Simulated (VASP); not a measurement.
# WSe2 in VASP: notebook

WSe2 is run at these levels: PBE+D3(BJ); tasks: single point.

Everything below comes from runs of VASP 6.6.1. Logs are shortened: lines on timing, memory, paths and dates and some standing lists are left out, and cuts for length are marked.

### Step 1. The cell of the first run

The typed cell holds 6 atoms: a = 3.181 Å, b = 3.266 Å, c = 12.847 Å, α = 90.00°, β = 90.00°, γ = 119.07°.

### Step 2. Single point, PBE+D3(BJ) (uniaxial strain along a: -3.0 %, then relaxed in part)

Input file INCAR:

```
SYSTEM = WSe2
PREC = Accurate ; ENCUT = 520
EDIFF = 1E-7 ; ISMEAR = 0
SIGMA = 0.02 ; LREAL = .False.
LASPH = .True. ; NELM = 60
ALGO = Normal ; ISIF = 2
LWAVE = .False. ; LCHARG = .False.
GGA = PE ; IVDW = 12
NBANDS = 35
```

Input file KPOINTS:

```
Automatic mesh
0
Gamma
  12 12 2
  0 0 0
```

Input file POSCAR:

```
WSe2
1.0
    3.1807978671      0.0020958258      0.0000000000
   -1.5885137261      2.8533256056      0.0000000000
    0.0000000000      0.0000000000     12.8465002534
W Se
2 4
Direct
    0.6672075070      0.3344885331      0.2500000000
    0.3327924930      0.6655114669      0.7500000000
    0.3361181018      0.6726730037      0.3822965159
    0.6638818982      0.3273269963      0.8822965159
    0.3361181018      0.6726730037      0.1177034841
    0.6638818982      0.3273269963      0.6177034841
```

Potentials or basis: VASP PAW PBE potentials, release 64 (W_sv, Se).

The run is started by

```sh
cat potpaw_PBE.64/W_sv/POTCAR potpaw_PBE.64/Se/POTCAR > POTCAR
mpirun -np 1 vasp_std > vasp.out
```

OUTCAR:

```text
SYSTEM = WSe2
   PREC = Accurate
   ENCUT = 520
   EDIFF = 1E-7
   ISMEAR = 0
   LREAL = .False.
   LASPH = .True.
   NELM = 60
   ISIF = 2
   GGA = PE
   IVDW = 12
 IVDW          = 12

 ion  position               nearest neighbor table
   1  0.667  0.334  0.250-   3 2.52   5 2.52   3 2.52   5 2.52   3 2.54   5 2.54
   2  0.333  0.666  0.750-   4 2.52   6 2.52   4 2.52   6 2.52   4 2.54   6 2.54
   3  0.336  0.673  0.382-   1 2.52   1 2.52   1 2.54
   4  0.664  0.327  0.882-   2 2.52   2 2.52   2 2.54
   5  0.336  0.673  0.118-   1 2.52   1 2.52   1 2.54
   6  0.664  0.327  0.618-   2 2.52   2 2.52   2 2.54

  LATTYP: Found a simple monoclinic cell.
 ALAT       =     3.1807985576
 B/A-ratio  =     4.0387657442
 C/A-ratio  =     1.0266940964
 COS(beta)  =    -0.4858467946

  Lattice vectors:

 A1 = (   3.1807978671,   0.0020958258,   0.0000000000)
 A2 = (   0.0000000000,   0.0000000000, -12.8465002534)
 A3 = (  -1.5885137261,   2.8533256056,   0.0000000000)

Analysis of symmetry for initial positions (statically):
=====================================================================
 Subroutine PRICEL returns:
 Original cell was already a primitive cell.

 Routine SETGRP: Setting up the symmetry group for a
 simple monoclinic supercell.

 Subroutine GETGRP returns: Found  4 space group operations
 (whereof  2 operations were pure point group operations)
 out of a pool of  4 trial point group operations.

The static configuration has the point symmetry S_2 .
 The point group associated with its full space group is C_2h.

Analysis of symmetry for dynamics (positions and initial velocities):
=====================================================================
 Subroutine PRICEL returns:
 Original cell was already a primitive cell.

 Routine SETGRP: Setting up the symmetry group for a
 simple monoclinic supercell.

 Subroutine GETGRP returns: Found  4 space group operations
 (whereof  2 operations were pure point group operations)
 out of a pool of  4 trial point group operations.

The dynamic configuration has the point symmetry S_2 .
 The point group associated with its full space group is C_2h.

 Subroutine INISYM returns: Found  4 space group operations
 (whereof  2 operations are pure point group operations),
 and found     1 'primitive' translations

----------------------------------------------------------------------------------------

                                     Primitive cell

  volume of cell :     116.6357

  direct lattice vectors                    reciprocal lattice vectors
     3.180797867  0.002095826  0.000000000     0.314271246  0.174962222  0.000000000
    -1.588513726  2.853325606  0.000000000    -0.000230839  0.350339726  0.000000000
     0.000000000  0.000000000 12.846500253     0.000000000  0.000000000  0.077842212

  length of vectors
     3.180798558  3.265707101 12.846500253     0.359691806  0.350339802  0.077842212

  position of ions in fractional coordinates (direct lattice)
     0.667207507  0.334488533  0.250000000
     0.332792493  0.665511467  0.750000000
     0.336118102  0.672673004  0.382296516
     0.663881898  0.327326996  0.882296516
     0.336118102  0.672673004  0.117703484
     0.663881898  0.327326996  0.617703484

  ion indices of the primitive-cell ions
   primitive index   ion index
                 1           1
                 2           2
                 3           3
                 4           4
                 5           5
                 6           6

----------------------------------------------------------------------------------------

 KPOINTS: Automatic mesh

Automatic generation of k-mesh.
 Grid dimensions read from file:
 generate k-points for:   12   12    2

 Generating k-lattice:

  Cartesian coordinates                     Fractional coordinates (reciprocal lattice)
     0.026189271  0.014580185  0.000000000     0.083333333  0.000000000  0.000000000
    -0.000019237  0.029194977  0.000000000    -0.000000000  0.083333333  0.000000000
     0.000000000  0.000000000  0.038921106     0.000000000  0.000000000  0.500000000

  Length of vectors
     0.029974317  0.029194983  0.038921106

  Shift w.r.t. Gamma in fractional coordinates (k-lattice)
     0.000000000  0.000000000  0.000000000

 Subroutine IBZKPT returns following result:
 ===========================================

 Found    148 irreducible k-points:

 Following reciprocal coordinates:
            Coordinates               Weight
  0.000000  0.000000  0.000000      1.000000
  0.083333  0.000000  0.000000      2.000000
  0.166667  0.000000  0.000000      2.000000
  0.250000  0.000000  0.000000      2.000000
  0.333333  0.000000  0.000000      2.000000
  0.416667  0.000000  0.000000      2.000000
[... 16 lines left out ...]
  0.250000  0.166667  0.000000      2.000000
  0.333333  0.166667  0.000000      2.000000
 [... further k-points ...]
   k-points           NKPTS =    148   k-points in BZ     NKDIM =    148   number of bands    NBANDS=     35
   number of dos      NEDOS =    301   number of ions     NIONS =      6
   total plane-waves  NPLWV =  55296
   dimension x,y,z NGX =    24 NGY =   24 NGZ =   96
   dimension x,y,z NGXF=    48 NGYF=   48 NGZF=  192
   ions per type =               2   4
   NGX,Y,Z   is equivalent  to a cutoff of  12.54, 12.22, 12.42 a.u.
   NGXF,Y,Z  is equivalent  to a cutoff of  25.09, 24.44, 24.85 a.u.
 SYSTEM =  WSe2
   PREC   = accura    normal or accurate (medium, high low for compatibility)
   ISTART =      0    job   : 0-new  1-cont  2-samecut
   ICHARG =      2    charge: 1-file 2-atom 10-const
   ISPIN  =      1    spin polarized calculation?
   LNONCOLLINEAR =      F non collinear calculations
   LSORBIT =      F    spin-orbit coupling
   LASPH  =      T    aspherical Exc in radial PAW
   ENCUT  =  520.0 eV  38.22 Ry    6.18 a.u.   5.91  6.07 23.89*2*pi/ulx,y,z
   NELM   =     60;   NELMIN=  2; NELMDL= -5     # of ELM steps
   EDIFF  = 0.1E-06   stopping-criterion for ELM
   LREAL  =      F    real-space projection
   EDIFFG = 0.1E-05   stopping-criterion for IOM
   NSW    =      0    number of steps for IOM
   IBRION =     -1    ionic relax: 0-MD 1-quasi-New 2-CG
   NFREE  =      0    steps in history (QN), initial steepest desc. (CG)
   ISIF   =      2    stress and relaxation
   ISYM   =      2    0-nonsym 1-usesym 2-fastsym
   POTIM  = 0.5000    time-step for ionic-motion
   TEBEG  =    0.0;   TEEND  =   0.0 temperature during run
   PSTRESS=    0.0 pullay stress
   NELECT =      52.0000    total number of electrons
   NUPDOWN=      -1.0000    fix difference up-down
   EMIN   =  10.00;   EMAX   =-10.00  energy-range for DOS
   EFERMI =   0.00;   METHOD = LEGACY
   ISMEAR =     0;   SIGMA  =   0.02  broadening in eV -4-tet -1-fermi 0-gaus
   EFERMI_NEDOS =   21; number of points for ismear=-14 and -15
   IALGO  =     38    algorithm
   IMIX   =      4    mixing-type and parameters
     AMIX     =   0.40;   BMIX     =  1.00
     AMIX_MAG =   1.60;   BMIX_MAG =  1.00
  volume/ion in A,a.u.               =      19.44       131.18
  Fermi-wavevector in a.u.,A,eV,Ry     =   1.250639  2.363366 21.280858  1.564099
  Thomas-Fermi vector in A             =   2.384624
   LORBIT       =      0    0 simple, 1 ext, 2 COOP (PROOUT), +10 PAW based schemes
   GGA     = PE    functional components
   LHFCALC =     F    Hartree Fock is set to
   AEXX    =    0.0000 exact exchange contribution
   IVDW    =    12    specifies the selected vdW correction
   LEPSILON=     F    determine dielectric tensor
   LRPA    =     F    only Hartree local field effects (RPA)
 non-spin polarized calculation
 Gauss-broadening in eV      SIGMA  =   0.02
  energy-cutoff  :      520.00
  volume of cell :      116.64
 maximum number of plane-waves:      3172
   NGX = 11   NGY = 13   NGZ = 47

 number of electron      51.9999999 magnetization

 Free energy of the ion-electron system (eV)
  ---------------------------------------------------
  ext. energy  EPLUGINS =         0.00000000
  ---------------------------------------------------
  free energy    TOTEN  =       -42.94298238 eV

  energy without entropy =      -42.94298238  energy(sigma->0) =      -42.94298238

 E-fermi :   6.7847     XC(G=0): -11.0070

 val. band max:        6.6520727219   @ k =   0.0000   0.0000   0.0000
 cond. band min:       7.5522722060   @ k =  -0.3333   0.1667   0.0000
 fundamental gap:      0.9001994841
 Fermi energy:         6.7847155318

 k-point     1 :       0.0000    0.0000    0.0000
  band No.  band energies     occupation
      1     -67.5361      2.00000
      2     -67.5360      2.00000
      3     -31.8181      2.00000
      4     -31.8181      2.00000
      5     -31.6691      2.00000
      6     -31.6691      2.00000
[... 27 lines left out ...]
     34       9.9743      0.00000
     35      11.5300      0.00000

 k-point     2 :       0.0833    0.0000    0.0000
  band No.  band energies     occupation
      1     -67.5351      2.00000
      2     -67.5351      2.00000
      3     -31.8144      2.00000
      4     -31.8144      2.00000
      5     -31.6767      2.00000
      6     -31.6767      2.00000
[... 27 lines left out ...]
     34       9.7433      0.00000
     35      12.1502      0.00000

 k-point     3 :       0.1667    0.0000    0.0000
  band No.  band energies     occupation
      1     -67.5326      2.00000
      2     -67.5326      2.00000
      3     -31.8043      2.00000
      4     -31.8042      2.00000
      5     -31.7063      2.00000
      6     -31.7063      2.00000
[... 27 lines left out ...]
     34      10.2064      0.00000
     35      12.9840      0.00000
[... 723 lines left out ...]
 k-point    23 :       0.2500    0.1667    0.0000
  band No.  band energies     occupation
      1     -67.5252      2.00000
      2     -67.5252      2.00000
      3     -31.8411      2.00000
      4     -31.8411      2.00000
      5     -31.7737      2.00000
      6     -31.7737      2.00000
[... 27 lines left out ...]
     34      11.5396      0.00000
     35      12.5574      0.00000

 k-point    24 :       0.3333    0.1667    0.0000
  band No.  band energies     occupation
      1     -67.5227      2.00000
      2     -67.5227      2.00000
      3     -31.8687      2.00000
      4     -31.8687      2.00000
      5     -31.7642      2.00000
      6     -31.7642      2.00000
[... 27 lines left out ...]
     34      11.6179      0.00000
     35      11.6564      0.00000

 [... further k-points ...]

------------------------ aborting loop because EDIFF is reached ----------------------------------------

 Edisp (eV)   -2.91374

 E8    (eV) :    -1.2995

  FORCE on cell =-STRESS in cart. coord.  units (eV):
  Direction    XX          YY          ZZ          XY          YZ          ZX
  --------------------------------------------------------------------------------------
  -------------------------------------------------------------------------------------
  Total       5.02022     0.17095     0.33111    -0.08068     0.00000     0.00000
  in kB      68.96072     2.34828     4.54830    -1.10828     0.00000     0.00000
  external pressure =       25.29 kB  Pullay stress =        0.00 kB

 VOLUME and BASIS-vectors are now :
 -----------------------------------------------------------------------------
  energy-cutoff  :      520.00
  volume of cell :      116.64
      direct lattice vectors                 reciprocal lattice vectors
     3.180797867  0.002095826  0.000000000     0.314271246  0.174962222  0.000000000
    -1.588513726  2.853325606  0.000000000    -0.000230839  0.350339726  0.000000000
     0.000000000  0.000000000 12.846500253     0.000000000  0.000000000  0.077842212

 POSITION                                       TOTAL-FORCE (eV/Angst)
 -----------------------------------------------------------------------------------
      1.59091      0.95580      3.21163         0.000044     -0.003509     -0.000000
      0.00137      1.89962      9.63488        -0.000044      0.003509     -0.000000
      0.00057      1.92006      4.91117        -0.000040      0.001723      0.049974
      1.59171      0.93536     11.33442         0.000040     -0.001723      0.049974
      0.00057      1.92006      1.51208        -0.000040      0.001723     -0.049974
      1.59171      0.93536      7.93533         0.000040     -0.001723     -0.049974
 -----------------------------------------------------------------------------------
    total drift:                                0.000000      0.000000      0.000000

  FREE ENERGIE OF THE ION-ELECTRON SYSTEM (eV)
  ---------------------------------------------------
  free  energy   TOTEN  =       -45.8567210306 eV

  energy  without entropy=      -45.8567210306  energy(sigma->0) =      -45.85672103
```

Run time: 13 min. Hardware: 1 thread of Intel Xeon 8259CL, shared host; peak memory 0.58 GiB.

What came out:

| Quantity | Value |
| --- | --- |
| Free energy | -45.8567 eV |
| Pressure | 2.5 GPa |
| Largest force | 0.050 eV/Å |
| Band gap on the k mesh | 0.90 eV (least direct gap 1.72 eV) |
| Dispersion energy per atom | -0.486 eV |

Forces in eV/Å, atoms in the order of the input:
```
W    0.000 -0.004  0.000
W    0.000  0.004  0.000
Se   0.000  0.002  0.050
Se   0.000 -0.002  0.050
Se   0.000  0.002 -0.050
Se   0.000 -0.002 -0.050
```

Caveat: the cell differs from its parent crystal (uniaxial strain along a: -3.0 %, then relaxed in part); the stress differs along the axes, from 0 to 7 GPa; spin-orbit coupling is left out, which moves the levels of the heavy elements.

### Step 3. Single point, PBE+D3(BJ)

This run uses another cell than the first one: it holds 42 atoms, not 6.

Input file INCAR:

```
SYSTEM = WSe2
PREC = Accurate ; ENCUT = 520
EDIFF = 1E-6 ; ISMEAR = 0
SIGMA = 0.01 ; LREAL = Auto
LASPH = .TRUE. ; NELM = 80
ALGO = Normal ; ISIF = 2
LWAVE = .FALSE. ; LCHARG = .TRUE.
GGA = PE ; IVDW = 12
LVHAR = .TRUE. ; NBANDS = 209
KPAR = 2 ; NCORE = 2
```

Input file KPOINTS:

```
regular mesh
0
G
  2 2 2
  0 0 0
```

Input file POSCAR:

```
WSe2
1.0
    6.5580811610      5.6794648854      0.0000000000
    1.6395202902     -8.5191973282      0.0000000000
    0.0000000000      0.0000000000    -12.7928249833
W Se
14 28
Direct
    0.5238095238      0.9047619048      0.7499840646
    0.3809523810      0.4761904762      0.7499840646
    0.2380952381      0.0476190476      0.7499840646
    0.8095238095      0.7619047619      0.7499840646
    0.6666666667      0.3333333333      0.7499840646
    0.0952380952      0.6190476190      0.7499840646
    0.9523809524      0.1904761905      0.7499840646
    0.3333333333      0.6666666667      0.2500159354
    0.1904761905      0.2380952381      0.2500159354
    0.0476190476      0.8095238095      0.2500159354
    0.6190476190      0.5238095238      0.2500159354
    0.4761904762      0.0952380952      0.2500159354
    0.9047619048      0.3809523810      0.2500159354
    0.7619047619      0.9523809524      0.2500159354
    0.3333333333      0.6666666667      0.6183241676
    0.1904761905      0.2380952381      0.6183241676
    0.0476190476      0.8095238095      0.6183241676
    0.6190476190      0.5238095238      0.6183241676
    0.4761904762      0.0952380952      0.6183241676
    0.9047619048      0.3809523810      0.6183241676
    0.7619047619      0.9523809524      0.6183241676
    0.5238095238      0.9047619048      0.1183564734
    0.3809523810      0.4761904762      0.1183564734
    0.2380952381      0.0476190476      0.1183564734
    0.8095238095      0.7619047619      0.1183564734
    0.6666666667      0.3333333333      0.1183564734
    0.0952380952      0.6190476190      0.1183564734
    0.9523809524      0.1904761905      0.1183564734
    0.3333333333      0.6666666667      0.8816435266
    0.1904761905      0.2380952381      0.8816435266
    0.0476190476      0.8095238095      0.8816435266
    0.6190476190      0.5238095238      0.8816435266
    0.4761904762      0.0952380952      0.8816435266
    0.9047619048      0.3809523810      0.8816435266
    0.7619047619      0.9523809524      0.8816435266
    0.5238095238      0.9047619048      0.3816758324
    0.3809523810      0.4761904762      0.3816758324
    0.2380952381      0.0476190476      0.3816758324
    0.8095238095      0.7619047619      0.3816758324
    0.6666666667      0.3333333333      0.3816758324
    0.0952380952      0.6190476190      0.3816758324
    0.9523809524      0.1904761905      0.3816758324
```

Potentials or basis: VASP PAW PBE potentials, release 64 (W_sv, Se).

The run is started by

```sh
cat potpaw_PBE.64/W_sv/POTCAR potpaw_PBE.64/Se/POTCAR > POTCAR
mpirun -np 4 vasp_std > vasp.out
```

Wall time 17 min (4 MPI ranks of Intel Xeon Platinum 8375C at 2.90GHz (Ice Lake), shared host); peak memory 0.66 GiB.

The run converged. Its results:

| Quantity | Value |
| --- | --- |
| Free energy | -321.4962 eV |
| Pressure | 0.3 GPa |
| Largest force | 0.053 eV/Å |
| Band gap on the k mesh | 1.16 eV |
| Dispersion energy per atom | -0.475 eV |

Forces in eV/Å, atoms in the order of the input:
```
W    0.000  0.000  0.000
W    0.000  0.000  0.000
W    0.000  0.000  0.000
W    0.000  0.000  0.000
W    0.000  0.000  0.000
W    0.000  0.000  0.000
W    0.000  0.000  0.000
W    0.000  0.000  0.000
W    0.000  0.000  0.000
W    0.000  0.000  0.000
W    0.000  0.000  0.000
W    0.000  0.000  0.000
W    0.000  0.000  0.000
W    0.000  0.000  0.000
Se   0.000  0.000  0.051
Se   0.000  0.000  0.051
Se   0.000  0.000  0.051
Se   0.000  0.000  0.051
Se   0.000  0.000  0.051
Se   0.000  0.000  0.051
Se   0.000  0.000  0.051
Se   0.000  0.000  0.053
Se   0.000  0.000  0.053
Se   0.000  0.000  0.053
Se   0.000  0.000  0.053
Se   0.000  0.000  0.053
Se   0.000  0.000  0.053
Se   0.000  0.000  0.053
Se   0.000  0.000 -0.053
Se   0.000  0.000 -0.053
Se   0.000  0.000 -0.053
Se   0.000  0.000 -0.053
Se   0.000  0.000 -0.053
Se   0.000  0.000 -0.053
Se   0.000  0.000 -0.053
Se   0.000  0.000 -0.051
Se   0.000  0.000 -0.051
Se   0.000  0.000 -0.051
Se   0.000  0.000 -0.051
Se   0.000  0.000 -0.051
Se   0.000  0.000 -0.051
Se   0.000  0.000 -0.051
```

Levels at points of the mesh, in eV from the valence-band top:
| k point | band 179 | band 180 | band 181 | band 182 | band 183 | band 184 | band 185 | band 186 |
| --- | --- | --- | --- | --- | --- | --- | --- | --- |
| (0.00, 0.00, 0.00) | -0.98 | -0.98 | -0.96 | 0.00 | 1.16 | 1.16 | 1.16 | 1.16 |
| (0.50, 0.00, 0.00) | -0.80 | -0.80 | -0.49 | -0.49 | 1.23 | 1.23 | 1.42 | 1.42 |
| (0.00, 0.00, 0.50) | -1.02 | -1.02 | -0.21 | -0.21 | 1.54 | 1.54 | 1.54 | 1.54 |
| (0.50, 0.00, 0.50) | -0.65 | -0.65 | -0.65 | -0.65 | 1.59 | 1.59 | 1.59 | 1.59 |

Caveat: spin-orbit coupling is left out, which moves the levels of the heavy elements. A k mesh can miss the band edges.

[end of part 1 of 2]
